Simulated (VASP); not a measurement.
# CsSnI3 (Pm-3m) in VASP: a series of runs

CsSnI3 is run at these levels: r2SCAN; tasks: single point.

Program: VASP 6.6.1. These are calculated values, not measurements. Logs are shortened: lines on timing, memory, paths and dates and some standing lists are left out, and cuts for length are marked.

## Step 1: The cell of the first run

Symmetry: Pm-3m, No. 221, cubic system. Conventional cell: a = 5.992 Å, b = 5.992 Å, c = 5.992 Å, α = 90.00°, β = 90.00°, γ = 90.00°. Within 5.6 Å of Cs (site symmetry m-3m) lie 12 I at 4.24 Å and 8 Sn at 5.19 Å. Within 3.9 Å of Sn (site symmetry m-3m) lie 6 I at 3.00 Å. Within 3.9 Å of I (site symmetry 4/mmm) lie 2 Sn at 3.00 Å.

## Step 2: Single point, r2SCAN (strain -4.0%)

POSCAR

```
CsSnI3
1.0
    5.9918310766      0.0000000000      0.0000000000
    0.0000000000      5.9918310766      0.0000000000
    0.0000000000      0.0000000000      5.9918310766
Cs Sn I
1 1 3
Direct
    0.0000000000      0.0000000000      0.0000000000
    0.5000000000      0.5000000000      0.5000000000
    0.5000000000      0.5000000000      0.0000000000
    0.5000000000      0.0000000000      0.5000000000
    0.0000000000      0.5000000000      0.5000000000
```

INCAR.step1

```
PREC = Accurate ; ENCUT = 520
ISMEAR = -1 ; SIGMA = 0.02
LREAL = False ; LASPH = True
NELM = 100 ; NBANDS = 30
GGA = PE ; ALGO = Normal
EDIFF = 1E-4 ; LWAVE = True
LCHARG = False
```

INCAR.step2

```
PREC = Accurate ; ENCUT = 520
EDIFF = 1E-6 ; ISMEAR = -1
SIGMA = 0.02 ; LREAL = False
LASPH = True ; NELM = 100
ALGO = Normal ; ISIF = 2
LWAVE = False ; LCHARG = False
METAGGA = R2SCAN ; LMIXTAU = True
NBANDS = 30 ; ISTART = 1
```

KPOINTS

```
regular mesh
0
Gamma
  4 4 4
```

Potentials or basis: VASP PAW PBE potentials, release 64 (Cs_sv, Sn_d, I).

Run with:

```console
$ cat potpaw_PBE.64/Cs_sv/POTCAR potpaw_PBE.64/Sn_d/POTCAR potpaw_PBE.64/I/POTCAR > POTCAR
$ cp INCAR.step1 INCAR
$ mpirun -np 1 vasp_std > vasp.out
$ cp INCAR.step2 INCAR
$ mpirun -np 1 vasp_std > vasp.out
```

OUTCAR:

```text
PREC = Accurate
   ENCUT = 520
   EDIFF = 1E-6
   ISMEAR = -1
   LREAL = False
   LASPH = True
   NELM = 100
   ISIF = 2
   METAGGA = R2SCAN
   ISTART = 1

 ion  position               nearest neighbor table
   1  0.000  0.000  0.000-
   2  0.500  0.500  0.500-   3 3.00   4 3.00   5 3.00   3 3.00   4 3.00   5 3.00
   3  0.500  0.500  0.000-   2 3.00   2 3.00
   4  0.500  0.000  0.500-   2 3.00   2 3.00
   5  0.000  0.500  0.500-   2 3.00   2 3.00

  LATTYP: Found a simple cubic cell.
 ALAT       =     5.9918310766

  Lattice vectors:

 A1 = (   5.9918310766,   0.0000000000,   0.0000000000)
 A2 = (   0.0000000000,   5.9918310766,   0.0000000000)
 A3 = (   0.0000000000,   0.0000000000,   5.9918310766)

Analysis of symmetry for initial positions (statically):
=====================================================================
 Subroutine PRICEL returns:
 Original cell was already a primitive cell.

 Routine SETGRP: Setting up the symmetry group for a
 simple cubic supercell.

 Subroutine GETGRP returns: Found 48 space group operations
 (whereof 48 operations were pure point group operations)
 out of a pool of 48 trial point group operations.

The static configuration has the point symmetry O_h .

Analysis of symmetry for dynamics (positions and initial velocities):
=====================================================================
 Subroutine PRICEL returns:
 Original cell was already a primitive cell.

 Routine SETGRP: Setting up the symmetry group for a
 simple cubic supercell.

 Subroutine GETGRP returns: Found 48 space group operations
 (whereof 48 operations were pure point group operations)
 out of a pool of 48 trial point group operations.

The dynamic configuration has the point symmetry O_h .

 Subroutine INISYM returns: Found 48 space group operations
 (whereof 48 operations are pure point group operations),
 and found     1 'primitive' translations

----------------------------------------------------------------------------------------

                                     Primitive cell

  volume of cell :     215.1190

  direct lattice vectors                    reciprocal lattice vectors
     5.991831077  0.000000000  0.000000000     0.166893891  0.000000000  0.000000000
     0.000000000  5.991831077  0.000000000     0.000000000  0.166893891  0.000000000
     0.000000000  0.000000000  5.991831077     0.000000000  0.000000000  0.166893891

  length of vectors
     5.991831077  5.991831077  5.991831077     0.166893891  0.166893891  0.166893891

  position of ions in fractional coordinates (direct lattice)
     0.000000000  0.000000000  0.000000000
     0.500000000  0.500000000  0.500000000
     0.500000000  0.500000000  0.000000000
     0.500000000  0.000000000  0.500000000
     0.000000000  0.500000000  0.500000000

  ion indices of the primitive-cell ions
   primitive index   ion index
                 1           1
                 2           2
                 3           3
                 4           4
                 5           5

----------------------------------------------------------------------------------------

 KPOINTS: regular mesh

Automatic generation of k-mesh.
 Grid dimensions read from file:
 generate k-points for:    4    4    4

 Generating k-lattice:

  Cartesian coordinates                     Fractional coordinates (reciprocal lattice)
     0.041723473  0.000000000  0.000000000     0.250000000  0.000000000  0.000000000
     0.000000000  0.041723473  0.000000000     0.000000000  0.250000000  0.000000000
     0.000000000  0.000000000  0.041723473     0.000000000  0.000000000  0.250000000

  Length of vectors
     0.041723473  0.041723473  0.041723473

  Shift w.r.t. Gamma in fractional coordinates (k-lattice)
     0.000000000  0.000000000  0.000000000

 Subroutine IBZKPT returns following result:
 ===========================================

 Found     10 irreducible k-points:

 Following reciprocal coordinates:
            Coordinates               Weight
  0.000000  0.000000  0.000000      1.000000
  0.250000  0.000000  0.000000      6.000000
  0.500000  0.000000  0.000000      3.000000
  0.250000  0.250000  0.000000     12.000000
  0.500000  0.250000  0.000000     12.000000
  0.500000  0.500000  0.000000      3.000000
  0.250000  0.250000  0.250000      8.000000
  0.500000  0.250000  0.250000     12.000000
  0.500000  0.500000  0.250000      6.000000
  0.500000  0.500000  0.500000      1.000000
   k-points           NKPTS =     10   k-points in BZ     NKDIM =     10   number of bands    NBANDS=     30
   number of dos      NEDOS =    301   number of ions     NIONS =      5
   total plane-waves  NPLWV = 110592
   dimension x,y,z NGX =    48 NGY =   48 NGZ =   48
   dimension x,y,z NGXF=    96 NGYF=   96 NGZF=   96
   ions per type =               1   1   3
   NGX,Y,Z   is equivalent  to a cutoff of  13.32, 13.32, 13.32 a.u.
   NGXF,Y,Z  is equivalent  to a cutoff of  26.64, 26.64, 26.64 a.u.
 SYSTEM =  unknown system
   PREC   = accura    normal or accurate (medium, high low for compatibility)
   ISTART =      1    job   : 0-new  1-cont  2-samecut
   ICHARG =      0    charge: 1-file 2-atom 10-const
   ISPIN  =      1    spin polarized calculation?
   LNONCOLLINEAR =      F non collinear calculations
   LSORBIT =      F    spin-orbit coupling
   LASPH  =      T    aspherical Exc in radial PAW
   ENCUT  =  520.0 eV  38.22 Ry    6.18 a.u.  11.14 11.14 11.14*2*pi/ulx,y,z
   NELM   =    100;   NELMIN=  2; NELMDL=  0     # of ELM steps
   EDIFF  = 0.1E-05   stopping-criterion for ELM
   LREAL  =      F    real-space projection
   EDIFFG = 0.1E-04   stopping-criterion for IOM
   NSW    =      0    number of steps for IOM
   IBRION =     -1    ionic relax: 0-MD 1-quasi-New 2-CG
   NFREE  =      0    steps in history (QN), initial steepest desc. (CG)
   ISIF   =      2    stress and relaxation
   ISYM   =      2    0-nonsym 1-usesym 2-fastsym
   POTIM  = 0.5000    time-step for ionic-motion
   TEBEG  =    0.0;   TEEND  =   0.0 temperature during run
   PSTRESS=    0.0 pullay stress
   NELECT =      44.0000    total number of electrons
   NUPDOWN=      -1.0000    fix difference up-down
   EMIN   =  10.00;   EMAX   =-10.00  energy-range for DOS
   EFERMI =   0.00;   METHOD = LEGACY
   ISMEAR =    -1;   SIGMA  =   0.02  broadening in eV -4-tet -1-fermi 0-gaus
   EFERMI_NEDOS =   21; number of points for ismear=-14 and -15
   IALGO  =     38    algorithm
   IMIX   =      4    mixing-type and parameters
     AMIX     =   0.40;   BMIX     =  1.00
     AMIX_MAG =   1.60;   BMIX_MAG =  1.00
  volume/ion in A,a.u.               =      43.02       290.34
  Fermi-wavevector in a.u.,A,eV,Ry     =   0.964568  1.822769 12.658743  0.930391
  Thomas-Fermi vector in A             =   2.094210
   LORBIT       =      0    0 simple, 1 ext, 2 COOP (PROOUT), +10 PAW based schemes
   METAGGA = R2SCAN    functional components
   LHFCALC =     F    Hartree Fock is set to
   AEXX    =    0.0000 exact exchange contribution
   IVDW    =     0    specifies the selected vdW correction
   LEPSILON=     F    determine dielectric tensor
   LRPA    =     F    only Hartree local field effects (RPA)
 non-spin polarized calculation
  energy-cutoff  :      520.00
  volume of cell :      215.12
 maximum number of plane-waves:      5832
 NGX is ok and might be reduce to    48
   NGX = 23   NGY = 23   NGZ = 23

 number of electron      43.9999999 magnetization

 Free energy of the ion-electron system (eV)
  ---------------------------------------------------
  ext. energy  EPLUGINS =         0.00000000
  ---------------------------------------------------
  free energy    TOTEN  =      -128.40803464 eV

  energy without entropy =     -128.40683838  energy(sigma->0) =     -128.40743651

 E-fermi :   4.1983     XC(G=0):  -8.3762

 val. band max:        3.3967252761   @ k =   0.5000   0.5000   0.2500
 cond. band min:       4.2121973553   @ k =   0.5000   0.5000   0.5000
 fundamental gap:      0.8154720792
 Fermi energy:         4.1983173786

 k-point     1 :       0.0000    0.0000    0.0000
  band No.  band energies     occupation
      1     -19.3876      2.00000
      2     -19.1181      2.00000
      3     -19.1181      2.00000
      4     -19.0703      2.00000
      5     -19.0703      2.00000
      6     -19.0703      2.00000
[... 22 lines left out ...]
     29       9.4123      0.00000
     30       9.4123      0.00000

 k-point     2 :       0.2500    0.0000    0.0000
  band No.  band energies     occupation
      1     -19.3872      2.00000
      2     -19.1181      2.00000
      3     -19.1164      2.00000
      4     -19.0705      2.00000
      5     -19.0705      2.00000
      6     -19.0703      2.00000
[... 22 lines left out ...]
     29       7.8203      0.00000
     30       9.1067      0.00000

 k-point     3 :       0.5000    0.0000    0.0000
  band No.  band energies     occupation
      1     -19.3867      2.00000
      2     -19.1181      2.00000
      3     -19.1147      2.00000
      4     -19.0706      2.00000
      5     -19.0706      2.00000
      6     -19.0703      2.00000
[... 22 lines left out ...]
     29       8.8639      0.00000
     30       8.8639      0.00000

 k-point     4 :       0.2500    0.2500    0.0000
  band No.  band energies     occupation
      1     -19.3868      2.00000
      2     -19.1173      2.00000
      3     -19.1156      2.00000
      4     -19.0706      2.00000
      5     -19.0705      2.00000
      6     -19.0705      2.00000
[... 154 lines left out ...]
     29       8.4900      0.00000
     30       8.6435      0.00000

 k-point     9 :       0.5000    0.5000    0.2500
  band No.  band energies     occupation
      1     -19.3856      2.00000
      2     -19.1147      2.00000
      3     -19.1130      2.00000
      4     -19.0710      2.00000
      5     -19.0708      2.00000
      6     -19.0708      2.00000
[... 22 lines left out ...]
     29       8.3428      0.00000
     30       8.8475      0.00000

 k-point    10 :       0.5000    0.5000    0.5000
  band No.  band energies     occupation
      1     -19.3853      2.00000
      2     -19.1130      2.00000
      3     -19.1130      2.00000
      4     -19.0710      2.00000
      5     -19.0710      2.00000
      6     -19.0710      2.00000
[... 22 lines left out ...]
     29       7.9258      0.00000
     30       9.2254      0.00000

------------------------ aborting loop because EDIFF is reached ----------------------------------------

  FORCE on cell =-STRESS in cart. coord.  units (eV):
  Direction    XX          YY          ZZ          XY          YZ          ZX
  --------------------------------------------------------------------------------------
  -------------------------------------------------------------------------------------
  Total        3.6832578      3.6832578      3.6832578     -0.0000000     -0.0000000      0.0000000
  in kB       27.4324131     27.4324131     27.4324131     -0.0000000     -0.0000000      0.0000000
  external PRESSURE =      27.4324131 kB  Pullay stress =       0.0000000 kB

 VOLUME and BASIS-vectors are now :
 -----------------------------------------------------------------------------
  energy-cutoff  :      520.00
  volume of cell :      215.12
      direct lattice vectors                 reciprocal lattice vectors
     5.991831077  0.000000000  0.000000000     0.166893891  0.000000000  0.000000000
     0.000000000  5.991831077  0.000000000     0.000000000  0.166893891  0.000000000
     0.000000000  0.000000000  5.991831077     0.000000000  0.000000000  0.166893891

 POSITION                                       TOTAL-FORCE (eV/Angst)
 -----------------------------------------------------------------------------------
      0.00000      0.00000      0.00000         0.000000      0.000000      0.000000
      2.99592      2.99592      2.99592         0.000000      0.000000      0.000000
      2.99592      2.99592      0.00000         0.000000      0.000000      0.000000
      2.99592      0.00000      2.99592         0.000000      0.000000      0.000000
      0.00000      2.99592      2.99592         0.000000      0.000000      0.000000
 -----------------------------------------------------------------------------------
    total drift:                                0.000000     -0.000000     -0.000000

  FREE ENERGIE OF THE ION-ELECTRON SYSTEM (eV)
  ---------------------------------------------------
  free  energy   TOTEN  =      -128.4080346443 eV

  energy  without entropy=     -128.4068383824  energy(sigma->0) =     -128.40743651
```

It took 8 min on 1 thread of Intel Xeon Platinum 8259CL at 2.50GHz (Skylake/Cascade Lake), shared host; peak memory 0.38 GiB.

Results:

```
Free energy            : -128.4080 eV
Pressure               : 2.7 GPa
Band gap on the k mesh : zero (filled and empty bands touch)
```

Caveat: the cell differs from its parent crystal (strain -4.0%); the PAW data sets were made with another functional, which shifts forces and pressure a little; spin-orbit coupling is left out, which moves the levels of the heavy elements.

## Step 3: Single point, r2SCAN (strain -3.0%)

POSCAR, as its differences from that of step 2:

```diff
@@ -2,5 +2,5 @@
 1.0
-    5.9918310766      0.0000000000      0.0000000000
-    0.0000000000      5.9918310766      0.0000000000
-    0.0000000000      0.0000000000      5.9918310766
+    6.0542459837      0.0000000000      0.0000000000
+    0.0000000000      6.0542459837      0.0000000000
+    0.0000000000      0.0000000000      6.0542459837
 Cs Sn I
```

INCAR.step1

```
SYSTEM = CsSnI3
ALGO = Normal
EDIFF = 1E-4
ENCUT = 520
GGA = PE
ISMEAR = -1
LASPH = .TRUE.
LCHARG = .FALSE.
LREAL = .FALSE.
LWAVE = .TRUE.
NBANDS = 30
NELM = 80
PREC = Accurate
SIGMA = 0.02
```

INCAR.step2

```
SYSTEM = CsSnI3
ALGO = Normal
EDIFF = 1E-6
ENCUT = 520
ISIF = 2
ISMEAR = -1
ISTART = 1
LASPH = .TRUE.
LCHARG = .TRUE.
LELF = .TRUE.
LMIXTAU = .TRUE.
LREAL = .FALSE.
LVHAR = .TRUE.
LWAVE = .FALSE.
METAGGA = R2SCAN
NBANDS = 30
NELM = 80
PREC = Accurate
SIGMA = 0.02
```

KPOINTS

```
k-points
0
G
  4 4 4
  0 0 0
```

Potentials or basis: VASP PAW PBE potentials, release 64 (Cs_sv, Sn_d, I).

Run with:

```console
$ cat potpaw_PBE.64/Cs_sv/POTCAR potpaw_PBE.64/Sn_d/POTCAR potpaw_PBE.64/I/POTCAR > POTCAR
$ cp INCAR.step1 INCAR
$ mpirun -np 1 vasp_std > vasp.out
$ cp INCAR.step2 INCAR
$ mpirun -np 1 vasp_std > vasp.out
```

OUTCAR:

```text
SYSTEM = CsSnI3
   EDIFF = 1E-6
   ENCUT = 520
   ISIF = 2
   ISMEAR = -1
   ISTART = 1
   LASPH = .TRUE.
   LREAL = .FALSE.
   METAGGA = R2SCAN
   NELM = 80
   PREC = Accurate

 ion  position               nearest neighbor table
   1  0.000  0.000  0.000-
   2  0.500  0.500  0.500-   3 3.03   4 3.03   5 3.03   3 3.03   4 3.03   5 3.03
   3  0.500  0.500  0.000-   2 3.03   2 3.03
   4  0.500  0.000  0.500-   2 3.03   2 3.03
   5  0.000  0.500  0.500-   2 3.03   2 3.03

  LATTYP: Found a simple cubic cell.
[... 514 lines left out ...]
  --------------------------------------------------------------------------------------
  -------------------------------------------------------------------------------------
  Total        2.6862713      2.6862713      2.6862713     -0.0000000     -0.0000000     -0.0000000
  in kB       19.3945747     19.3945747     19.3945747     -0.0000000     -0.0000000     -0.0000000
  external PRESSURE =      19.3945747 kB  Pullay stress =       0.0000000 kB

 VOLUME and BASIS-vectors are now :
 -----------------------------------------------------------------------------
  energy-cutoff  :      520.00
  volume of cell :      221.91
      direct lattice vectors                 reciprocal lattice vectors
     6.054245984  0.000000000  0.000000000     0.165173335  0.000000000  0.000000000
     0.000000000  6.054245984  0.000000000     0.000000000  0.165173335  0.000000000
     0.000000000  0.000000000  6.054245984     0.000000000  0.000000000  0.165173335

 POSITION                                       TOTAL-FORCE (eV/Angst)
 -----------------------------------------------------------------------------------
      0.00000      0.00000      0.00000         0.000000      0.000000      0.000000
      3.02712      3.02712      3.02712         0.000000      0.000000      0.000000
      3.02712      3.02712      0.00000         0.000000      0.000000      0.000000
      3.02712      0.00000      3.02712         0.000000      0.000000      0.000000
      0.00000      3.02712      3.02712         0.000000      0.000000      0.000000
 -----------------------------------------------------------------------------------
    total drift:                                0.000000     -0.000000     -0.000000

  FREE ENERGIE OF THE ION-ELECTRON SYSTEM (eV)
  ---------------------------------------------------
  free  energy   TOTEN  =      -128.5072994268 eV

  energy  without entropy=     -128.5060845326  energy(sigma->0) =     -128.50669198
```

OUTCAR.step1:

```text
SYSTEM = CsSnI3
   EDIFF = 1E-4
   ENCUT = 520
   GGA = PE
   ISMEAR = -1
   LASPH = .TRUE.
[... 545 lines left out ...]
      3.02712      3.02712      0.00000         0.000000      0.000000      0.000000
      3.02712      0.00000      3.02712         0.000000      0.000000      0.000000
      0.00000      3.02712      3.02712         0.000000      0.000000      0.000000
 -----------------------------------------------------------------------------------
    total drift:                                0.000000     -0.000000     -0.000000

  FREE ENERGIE OF THE ION-ELECTRON SYSTEM (eV)
  ---------------------------------------------------
  free  energy   TOTEN  =       -13.7786937390 eV

  energy  without entropy=      -13.7774264099  energy(sigma->0) =      -13.77806007
```

Wall time 10 min (1 thread of Intel Xeon Platinum 8259CL at 2.50GHz (Skylake/Cascade Lake), shared host); peak memory 0.39 GiB.

Results:

```
Free energy            : -128.5073 eV
Pressure               : 1.9 GPa
Band gap on the k mesh : 0.04 eV
```

Caveat: the cell differs from its parent crystal (strain -3.0%); the PAW data sets were made with another functional, which shifts forces and pressure a little; spin-orbit coupling is left out, which moves the levels of the heavy elements. A k mesh can miss the band edges.

[end of part 1 of 2]
